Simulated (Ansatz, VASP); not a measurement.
# One calculation of Tc, two programs

```
CELL_PARAMETERS angstrom
2.70233 0.00000 0.00000
-1.35117 2.34029 0.00000
0.00000 0.00000 8.65116
ATOMIC_POSITIONS crystal
Tc 0.66667 0.33333 0.75000
Tc 0.00000 0.00000 0.50000
Tc 0.33333 0.66667 0.25000
Tc 0.00000 0.00000 0.00000
```

Alike in both runs: task single point; functional PBE; k mesh 11 × 11 × 3; occupations fermi-dirac, width 0.05 eV; no spin polarisation.

|  | VASP | Ansatz |
| --- | --- | --- |
| version | VASP 6.6.1 | Ansatz 0.2.0 |
| potentials or method | VASP PAW PBE potentials, release 64 (Tc_pv) | Ansatz PAW earlier set |
| plane-wave cutoff (eV) | 520 | 500 |
| valence electrons in the cell | 52 | 60 |

Ansatz gave:

```
gap on the k mesh at the Fermi level (eV)                     : none
pressure (GPa)                                                : 18.6
traceless stress, the component that is largest in VASP (GPa) : 1.48
```

Which values does VASP return?

gap on the k mesh at the Fermi level (eV): none; pressure (GPa): 17.9; traceless stress, the component that is largest in VASP (GPa): 1.46.

A gap of «none» marks a metal or a gap that the smearing closes. The functional is the same, so the differences come from potentials, cutoffs and numerics. VASP's potentials hold 52 valence electrons a cell and Ansatz's 60, so a difference there can come from the potentials and not from the codes.
